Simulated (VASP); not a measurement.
Runs of VASP 6.6.1 on HfBr. The structure is that of space group Pm-3m (No. 221), or close to it. The cells are those of the table. 

```csv
task,cell,k mesh,cutoff (eV),gap on the mesh (eV),pressure (GPa)
single point,"a = 3.465 Å, 2 atoms",6 × 6 × 6,520,none,(a)
relaxation of cell and atoms,"relaxed from a = 3.422 Å, 2 atoms",6 × 6 × 6,600,none,0.0
single point,"a = 3.847 Å, 2 atoms",4 × 4 × 4,520,none,-11.8
single point,"a = 3.456 Å, 2 atoms",16 × 16 × 16,520,none,-0.5
single point,"a = 3.422 Å, 2 atoms",4 × 4 × 4,520,none,-0.8
```

Alike in all rows: level PBE; potentials or basis VASP PAW PBE potentials, release 64 (Hf_pv, Br); no spin polarisation; smearing gaussian 0.1 eV.

Problem. Estimate the missing entries.

Solution. (a) -0.7.

Caveats: some runs use coarse meshes; spin-orbit coupling is left out, which moves the levels of the heavy elements; an odd number of electrons without spin polarisation forces a metal; a magnetic or distorted state may lie lower.

A k mesh can miss the band edges, and the runs leave out spin-orbit coupling on Br, Hf.

A gap of «none» marks levels without a gap at the run's occupations.
